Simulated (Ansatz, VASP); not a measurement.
**Ca in VASP and in Ansatz**

INCAR

```
PREC = Accurate
ENCUT = 520
EDIFF = 1E-6
ISMEAR = -1
SIGMA = 0.1
LREAL = False
LASPH = True
NELM = 60
ALGO = Normal
ISIF = 2
LWAVE = False
LCHARG = False
GGA = CA
NBANDS = 11
```

KPOINTS

```
regular mesh
0
Gamma
  17 17 17
```

File POSCAR:

```
Ca
1.0
    0.0000000000      2.5600108561      2.5600108561
    2.5600108561      0.0000000000      2.5600108561
    2.5600108561      2.5600108561      0.0000000000
Ca
1
Direct
    0.0000000000      0.0000000000      0.0000000000
```

Input for Ansatz:

```yaml
crystal:
  lattice:
    - [0.0, 2.5600108561, 2.5600108561]
    - [2.5600108561, 0.0, 2.5600108561]
    - [2.5600108561, 2.5600108561, 0.0]
  atoms:
    - { symbol: Ca, position: [0.0, 0.0, 0.0] }
hamiltonian:
  xc: lda
  pseudopotentials:
    kind: paw
    azcp:
      Ca: "pseudopotentials/Ca.paw.azcp"
basis:
  ecutwfc: 420
  fft_grid_basis: typed
kpoints:
  mp_grid: { grid: [17, 17, 17], shift: [0, 0, 0] }
magnetization:
  spin_polarized: false
scf:
  occupations: { method: fermi_dirac, width: 0.1 }
output:
  stress: true
```

Alike in both runs: task single point; functional LDA; k mesh 17 × 17 × 17; occupations fermi-dirac, width 0.1 eV; no spin polarisation.

```csv
,VASP,Ansatz
version,VASP 6.6.1,Ansatz 0.2.0
potentials or method,"VASP PAW LDA potentials, release 64 (Ca_sv), cutoff 520 eV","plane waves (420 eV) with PAW, scalar-relativistic"
valence electrons in the cell,10,10
```

|  | VASP | Ansatz | Ansatz less VASP |
| --- | --- | --- | --- |
| pressure (GPa) | 3.0 | 3.0 | 0.00 |

Ansatz warns that its potentials were made for another functional, while VASP's fit it. LDA's correlation is that of Perdew and Zunger in VASP and of Perdew and Wang (1992) in Ansatz.
